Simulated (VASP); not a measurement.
# La16HO24 (a cell with a defect) in VASP: notebook

The runs below take La16HO24 (a cell with a defect) through single point, with PBE.

Program: VASP 6.6.1. These are calculated values, not measurements. Logs are shortened: lines on timing, memory, paths and dates and some standing lists are left out, and cuts for length are marked.

## Step 1: The cell of the first run

The cell holds a defect, 41 atoms: a = 7.881 Å, b = 7.881 Å, c = 12.376 Å, α = 90.00°, β = 90.00°, γ = 120.00°.

## Step 2: Single point, PBE

Input file INCAR:

```
PREC = Accurate
ENCUT = 520
EDIFF = 1E-6
ISMEAR = -1
SIGMA = 0.01
LREAL = Auto
LASPH = True
NELM = 80
ALGO = Normal
ISIF = 2
LWAVE = False
LCHARG = False
GGA = PE
NBANDS = 186
NELECT = 320.0
```

Input file KPOINTS:

```
Automatic mesh
0
Gamma
  1 1 1
  0.25 0.25 0.25
```

Input file POSCAR:

```
La16HO24
1.0
    7.8811453700     -0.0000000600      0.0000000000
   -3.9405726400      6.8252721300      0.0000000000
    0.0000000000      0.0000000000     12.3757188400
La O H
16 24 1
Direct
    0.3377289240      0.1652238913      0.3740428382
    0.1730741706      0.3399436632      0.1239774449
    0.3326480265      0.1618128917      0.8763323683
    0.1672677806      0.3374622969      0.6277899571
    0.3376062885      0.6722345912      0.3740955220
    0.1689718111      0.8379394845      0.1206414770
    0.3316196961      0.6701724023      0.8768621961
    0.1549126774      0.8323070350      0.6217521664
    0.8458022123      0.1719395254      0.3760263190
    0.6686127363      0.3391631859      0.1248101238
    0.8407753390      0.1702972465      0.8848202793
    0.6664927500      0.3155648594      0.6294866667
    0.8446027536      0.6718450141      0.3727320457
    0.6688304131      0.8368120613      0.1248141639
    0.8257218684      0.6631782533      0.8778944593
    0.6644733155      0.8564026355      0.6303421321
    0.3375093852      0.1678800491      0.1774309863
    0.1784489087      0.3418616820      0.3233572976
    0.0012957923     -0.0013915929     -0.0005455845
    0.3353596714      0.1653159022      0.6764536354
    0.1714672417      0.3383810882      0.8271323171
    0.0093439400      0.0148757439      0.4997769487
    0.3374685389      0.6701867608      0.1771191660
    0.1720358103      0.8383274544      0.3236884299
    0.0017325368      0.5062973218     -0.0007757125
    0.3335746794      0.6710191085      0.6774078426
    0.1508365340      0.8296075089      0.8174177299
    0.0087814792      0.4974226574      0.4998018362
    0.8406241807      0.1706821396      0.1755991735
    0.6701211306      0.3391070709      0.3253249409
    0.4919813699     -0.0022736047     -0.0018205003
    0.8453215130      0.1737731519      0.6863590802
    0.6672372303      0.3333242978      0.8242945830
    0.5102119604      0.0065152026      0.5062993173
    0.8392071425      0.6698862644      0.1788908611
    0.6702301205      0.8367557998      0.3248012541
    0.5099807110      0.5063754184      0.0026183530
    0.8062620796      0.6542076218      0.6573246456
    0.6661367082      0.8399848286      0.8248041291
    0.4998592954      0.5028923338      0.4983228918
    0.6072652289      0.5568595602      0.5519936327
```

Potentials or basis: VASP PAW PBE potentials, release 64 (La, O, H).

The run is started by

```bash
cat potpaw_PBE.64/La/POTCAR potpaw_PBE.64/O/POTCAR potpaw_PBE.64/H/POTCAR > POTCAR
mpirun -np 1 vasp_std > vasp.out
```

OUTCAR:

```text
PREC = Accurate
   ENCUT = 520
   EDIFF = 1E-6
   ISMEAR = -1
   LREAL = Auto
   LASPH = True
   NELM = 80
   ISIF = 2
   GGA = PE
   NELECT = 320.0

 ion  position               nearest neighbor table
   1  0.338  0.165  0.374-  24 2.32  30 2.35  18 2.38  17 2.43  22 2.73  40 2.77  34 2.79
   2  0.173  0.340  0.124-  23 2.35  29 2.36  17 2.39  18 2.47  37 2.75  25 2.77  19 2.79
   3  0.333  0.162  0.876-  33 2.37  27 2.38  21 2.39  20 2.47  31 2.67  19 2.73  37 2.82
   4  0.167  0.337  0.628-  32 2.31  26 2.36  20 2.40  21 2.47  28 2.69  22 2.71  40 2.78
   5  0.338  0.672  0.374-  18 2.34  24 2.35  36 2.35  23 2.44  28 2.73  40 2.74  34 2.81
   6  0.169  0.838  0.121-  17 2.36  35 2.36  23 2.40  24 2.51  31 2.68  19 2.70  25 2.72
   7  0.332  0.670  0.877-  21 2.35  39 2.37  27 2.44  26 2.47  31 2.69  25 2.71  37 2.81
   8  0.155  0.832  0.622-  20 2.37  38 2.42  26 2.42  27 2.42  22 2.70  28 2.74  34 2.81
   9  0.846  0.172  0.376-  18 2.36  36 2.37  30 2.42  29 2.48  22 2.67  28 2.70  34 2.80
  10  0.669  0.339  0.125-  17 2.35  35 2.35  29 2.41  30 2.48  37 2.69  25 2.75  31 2.81
  11  0.841  0.170  0.885-  21 2.37  39 2.37  33 2.42  32 2.46  19 2.68  25 2.70  31 2.76
  12  0.666  0.316  0.629-  32 2.30  20 2.34  38 2.35  33 2.41  34 2.60  16 3.61
  13  0.845  0.672  0.373-  24 2.32  30 2.35  36 2.39  35 2.40  28 2.80  40 2.82  22 2.82
  14  0.669  0.837  0.125-  23 2.35  29 2.36  35 2.40  36 2.48  37 2.72  19 2.75  31 2.79
  15  0.826  0.663  0.878-  27 2.34  33 2.35  39 2.39  37 2.65  25 2.72  38 2.73  19 2.74
  16  0.664  0.856  0.630-  32 2.28  26 2.34  38 2.38  39 2.41  34 2.58  12 3.61
  17  0.338  0.168  0.177-  10 2.35   6 2.36   2 2.39   1 2.43
[... 8 lines left out ...]
  26  0.334  0.671  0.677-  16 2.34   4 2.36   8 2.42   7 2.47
  27  0.151  0.830  0.817-  15 2.34   3 2.38   8 2.42   7 2.44
  28  0.009  0.497  0.500-   4 2.69   9 2.70   5 2.73   8 2.74  13 2.80
  29  0.841  0.171  0.176-   2 2.36  14 2.36  10 2.41   9 2.48
  30  0.670  0.339  0.325-  13 2.35   1 2.35   9 2.42  10 2.48
  31  0.492  0.998  0.998-   3 2.67   6 2.68   7 2.69  11 2.76  14 2.79  10 2.81
  32  0.845  0.174  0.686-  16 2.28  12 2.30   4 2.31  11 2.46
  33  0.667  0.333  0.824-  15 2.35   3 2.37  12 2.41  11 2.42
  34  0.510  0.007  0.506-  16 2.58  12 2.60   1 2.79   9 2.80   5 2.81   8 2.81
  35  0.839  0.670  0.179-  10 2.35   6 2.36  14 2.40  13 2.40
  36  0.670  0.837  0.325-   5 2.35   9 2.37  13 2.39  14 2.48
  37  0.510  0.506  0.003-  15 2.65  10 2.69  14 2.72   2 2.75   7 2.81   3 2.82
  38  0.806  0.654  0.657-  12 2.35  16 2.38   8 2.42  15 2.73
  39  0.666  0.840  0.825-   7 2.37  11 2.37  15 2.39  16 2.41
  40  0.500  0.503  0.498-  41 0.99   5 2.74   1 2.77   4 2.78  13 2.82
  41  0.607  0.557  0.552-  40 0.99

  LATTYP: Found a hexagonal cell.
 ALAT       =     7.8811453700
 C/A-ratio  =     1.5702944507

  Lattice vectors:

 A1 = (   7.8811453700,  -0.0000000600,   0.0000000000)
 A2 = (  -3.9405726400,   6.8252721300,   0.0000000000)
 A3 = (   0.0000000000,   0.0000000000,  12.3757188400)

Analysis of symmetry for initial positions (statically):
=====================================================================
 Subroutine PRICEL returns:
 Original cell was already a primitive cell.

 Routine SETGRP: Setting up the symmetry group for a
 hexagonal supercell.

 Subroutine GETGRP returns: Found  1 space group operations
 (whereof  1 operations were pure point group operations)
 out of a pool of 24 trial point group operations.

The static configuration has the point symmetry C_1 .

Analysis of symmetry for dynamics (positions and initial velocities):
=====================================================================
 Subroutine PRICEL returns:
 Original cell was already a primitive cell.

 Routine SETGRP: Setting up the symmetry group for a
 hexagonal supercell.

 Subroutine GETGRP returns: Found  1 space group operations
 (whereof  1 operations were pure point group operations)
 out of a pool of 24 trial point group operations.

[... 43 lines left out ...]
   TEBEG  =    0.0;   TEEND  =   0.0 temperature during run
   PSTRESS=    0.0 pullay stress
   NELECT =     320.0000    total number of electrons
   NUPDOWN=      -1.0000    fix difference up-down
   EMIN   =  10.00;   EMAX   =-10.00  energy-range for DOS
   EFERMI =   0.00;   METHOD = LEGACY
   ISMEAR =    -1;   SIGMA  =   0.01  broadening in eV -4-tet -1-fermi 0-gaus
   EFERMI_NEDOS =   21; number of points for ismear=-14 and -15
   IALGO  =     38    algorithm
   IMIX   =      4    mixing-type and parameters
     AMIX     =   0.40;   BMIX     =  1.00
     AMIX_MAG =   1.60;   BMIX_MAG =  1.00
  volume/ion in A,a.u.               =      16.24       109.57
  Fermi-wavevector in a.u.,A,eV,Ry     =   1.282424  2.423430 22.376289  1.644611
  Thomas-Fermi vector in A             =   2.414736
   LORBIT       =      0    0 simple, 1 ext, 2 COOP (PROOUT), +10 PAW based schemes
   GGA     = PE    functional components
   LHFCALC =     F    Hartree Fock is set to
   AEXX    =    0.0000 exact exchange contribution
   IVDW    =     0    specifies the selected vdW correction
   LEPSILON=     F    determine dielectric tensor
   LRPA    =     F    only Hartree local field effects (RPA)
 non-spin polarized calculation
  energy-cutoff  :      520.00
  volume of cell :      665.70
 maximum number of plane-waves:     17910
 NGX is ok and might be reduce to    60
   NGX = 29   NGY = 29   NGZ = 47

 number of electron     320.0000034 magnetization

 Free energy of the ion-electron system (eV)
  ---------------------------------------------------
  ext. energy  EPLUGINS =         0.00000000
  ---------------------------------------------------
  free energy    TOTEN  =      -345.82978013 eV

  energy without entropy =     -345.82978013  energy(sigma->0) =     -345.82978013

 E-fermi :   6.1183     XC(G=0): -10.3743

 val. band max:        5.7660979475   @ k =  -0.2500  -0.2500   0.2500
 cond. band min:       9.7141038624   @ k =   0.5000   0.2500   0.2500
 fundamental gap:      3.9480059149
 Fermi energy:         6.1183226974

 k-point     1 :       0.2500    0.2500    0.2500
  band No.  band energies     occupation
      1     -23.9506      2.00000
      2     -23.9080      2.00000
      3     -23.8883      2.00000
      4     -23.8692      2.00000
      5     -23.8459      2.00000
      6     -23.8253      2.00000
[... 1039 lines left out ...]
    171      10.4923      0.00000
    172      10.5074      0.00000
 [bands above 172 left out]

------------------------ aborting loop because EDIFF is reached ----------------------------------------

  FORCE on cell =-STRESS in cart. coord.  units (eV):
  Direction    XX          YY          ZZ          XY          YZ          ZX
  --------------------------------------------------------------------------------------
  -------------------------------------------------------------------------------------
  Total       -9.5175901     -4.3078701     -8.5365423     -0.6113947     -0.2238169     -2.9737002
  in kB      -22.9064526    -10.3679630    -20.5453164     -1.4714736     -0.5386712     -7.1569506
  external PRESSURE =     -17.9399106 kB  Pullay stress =       0.0000000 kB

 VOLUME and BASIS-vectors are now :
 -----------------------------------------------------------------------------
  energy-cutoff  :      520.00
  volume of cell :      665.70
      direct lattice vectors                 reciprocal lattice vectors
     7.881145370 -0.000000060  0.000000000     0.126885111  0.073257152  0.000000000
    -3.940572640  6.825272130  0.000000000     0.000000001  0.146514305  0.000000000
     0.000000000  0.000000000 12.375718840     0.000000000  0.000000000  0.080803387

 POSITION                                       TOTAL-FORCE (eV/Angst)
 -----------------------------------------------------------------------------------
      2.01061      1.12770      4.62905        -0.121487      0.078736     -0.001466
      0.02445      2.32021      1.53431         0.135428     -0.073952      0.027999
      1.98401      1.10442     10.84524        -0.128565      0.084420     -0.006515
     -0.01153      2.30327      7.76935         0.118271     -0.060140      0.010702
      0.01173      4.58818      4.62970        -0.134245      0.072180     -0.024962
     -1.97027      5.71917      1.49302         0.116947     -0.071048      0.005736
[... 33 lines left out ...]
      1.95778      3.43238      6.16710        -0.095027     -0.075214     -0.097896
      2.59160      3.80072      6.83132         0.022599      0.017835      0.049231
 -----------------------------------------------------------------------------------
    total drift:                               -0.007900      0.017489     -0.009591

  FREE ENERGIE OF THE ION-ELECTRON SYSTEM (eV)
  ---------------------------------------------------
  free  energy   TOTEN  =      -345.8297801285 eV

  energy  without entropy=     -345.8297801285  energy(sigma->0) =     -345.82978013
```

Wall time 65 min (1 thread of Intel Xeon Platinum 8259CL at 2.50GHz (Skylake/Cascade Lake), shared host); peak memory 1 GiB.

Results:

- Free energy: -345.8298 eV
- Largest force: 0.177 eV/Å

Forces in eV/Å, atoms in the order of the input:
```
La  -0.121  0.079 -0.001
La   0.135 -0.074  0.028
La  -0.129  0.084 -0.007
La   0.118 -0.060  0.011
La  -0.134  0.072 -0.025
La   0.117 -0.071  0.006
La  -0.122  0.072 -0.023
La   0.159 -0.075  0.019
La  -0.147  0.084  0.001
La   0.135 -0.072  0.010
La  -0.125  0.068  0.000
La   0.139 -0.077  0.052
La  -0.115  0.065 -0.032
La   0.136 -0.079  0.010
La  -0.117  0.069  0.000
La   0.112 -0.047  0.000
O   -0.117  0.078 -0.008
O    0.119 -0.080 -0.003
O    0.002  0.004  0.001
O   -0.136  0.070 -0.004
O    0.125 -0.074  0.000
O   -0.001 -0.004  0.006
O   -0.124  0.087 -0.004
O    0.113 -0.070  0.006
O   -0.001  0.001 -0.001
O   -0.106  0.064 -0.013
O    0.137 -0.072 -0.002
O   -0.004  0.002  0.012
O   -0.138  0.070 -0.002
O    0.126 -0.065 -0.007
O    0.000  0.009  0.002
O   -0.098  0.057  0.000
O    0.126 -0.078  0.009
O    0.001  0.006 -0.014
O   -0.122  0.076  0.003
O    0.139 -0.079  0.012
O   -0.006  0.001  0.002
O   -0.132  0.088  0.006
O    0.129 -0.073 -0.001
O   -0.095 -0.075 -0.098
H    0.023  0.018  0.049
```

Caveat: the cell carries a net charge on a neutralising background, which shifts energy and pressure; the cell is charged against a uniform background, so pressure and absolute levels hang on convention; spin-orbit coupling is left out, which moves the levels of the heavy elements.

[end of part 1 of 2]
